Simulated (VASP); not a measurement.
ZrSn2S3:

```
Zr Sn S
1.0
    -2.87526    2.87526    4.70019
     2.87526   -2.87526    4.70019
     2.87526    2.87526   -4.70019
Zr Sn S
1 2 3
Direct
  0.50000 0.50000 0.00000
  0.75000 0.25000 0.50000
  0.25000 0.75000 0.50000
  0.24109 0.24109 0.00000
  0.75891 0.75891 0.00000
  0.00000 0.00000 0.00000
```

The cell was generated, and may not be a known phase.

```yaml
Program: VASP 6.6.1
Task: relaxation of cell and atoms
Functional: PBE
Potentials_or_basis: VASP PAW PBE potentials, release 64 (Zr_sv, Sn_d, S)
Cutoff: 600 eV
k_mesh: 10 × 10 × 10
Occupations: gaussian, width 0.1 eV
Spin: no spin polarisation
```

At the start: pressure -0.3 GPa; volume 25.90 Å³/atom.

Task: How do energy, volume and symmetry change on relaxing?

Result: Over 8 steps the energy falls by 7.3 meV/atom and the volume is 25.80 Å³/atom (-0.4 %); space group I4/mmm (No. 139, to 0.1 Å) before and after.

Step by step:
| step | energy change (eV) | largest force (eV/Å) | pressure (GPa) | volume (Å³) |
| --- | --- | --- | --- | --- |
| 1 | 0.0000 | 0.0237 | -0.32 | 155.43 |
| 2 | -0.0427 | 0.0501 | 0.29 | 154.28 |
| 3 | -0.0427 | 0.0501 | 0.31 | 154.28 |
| 4 | -0.0432 | 0.0460 | 0.13 | 154.77 |
| 5 | -0.0432 | 0.0452 | 0.08 | 154.96 |
| 6 | -0.0438 | 0.0098 | 0.07 | 154.58 |
| 7 | -0.0438 | 0.0031 | 0.07 | 154.51 |
| 8 | -0.0439 | 0.0006 | -0.01 | 154.77 |

Final structure:
```cif
data_structure
_symmetry_space_group_name_H-M 'P 1'
_symmetry_Int_Tables_number 1
_cell_length_a 6.2130
_cell_length_b 6.2130
_cell_length_c 6.2130
_cell_angle_alpha 125.041
_cell_angle_beta 125.041
_cell_angle_gamma 81.470
_cell_volume 154.77
loop_
_atom_site_label
_atom_site_type_symbol
_atom_site_fract_x
_atom_site_fract_y
_atom_site_fract_z
_atom_site_occupancy
Zr1 Zr 0.50000 0.50000 0.00000 1
Sn1 Sn 0.75000 0.25000 0.50000 1
Sn2 Sn 0.25000 0.75000 0.50000 1
S1 S 0.24074 0.24074 0.00000 1
S2 S 0.75926 0.75926 0.00000 1
S3 S 0.00000 0.00000 0.00000 1
```
